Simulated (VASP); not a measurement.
A run of VASP 6.6.1 is set up as follows.

INCAR

```
ALGO = Normal
EDIFF = 1E-6
ENCUT = 520
GGA = PE
ISIF = 2
ISMEAR = 0
LASPH = T
LCHARG = F
LREAL = F
LWAVE = F
NBANDS = 26
NELM = 60
PREC = Accurate
SIGMA = 0.1
```

KPOINTS

```
k-points
0
Gamma
  6 6 4
```

File POSCAR:

```
Si5Sn
1.0
    4.9821766500      0.0000000000      0.0000000000
   -2.4910883300      4.3146915500      0.0000000000
    0.0000000000      0.0000000000      4.8403896200
Si Sn
5 1
Direct
    0.3333333300      0.3333333300      0.5000000000
    0.0000000000      0.6666666700      0.5000000000
    0.6666666700      0.0000000000      0.5000000000
    0.6666666700      0.3333333300      0.0000000000
    0.3333333300      0.6666666700      0.0000000000
    0.0000000000      0.0000000000      0.0000000000
```

Potentials or basis: VASP PAW PBE potentials, release 64 (Si, Sn_d).

Run with:

```sh
$ cat potpaw_PBE.64/Si/POTCAR potpaw_PBE.64/Sn_d/POTCAR > POTCAR
$ mpirun -np 1 vasp_std > vasp.out
```

Q: Estimate the largest force.

A: 0.567 eV/Å.

Q: Estimate the pressure.

A: -1.5 GPa.

Q: What does it give for the band gap on the k mesh?

A: Zero (band 17 reaches 10.65 eV, above the bottom of band 18 at 6.16 eV).

Stress tensor (GPa, compression positive):
```
-0.90  0.00  0.00
 0.00 -0.90  0.00
 0.00  0.00 -2.82
```

Caveat: spin-orbit coupling is left out, which moves the levels of the heavy elements.
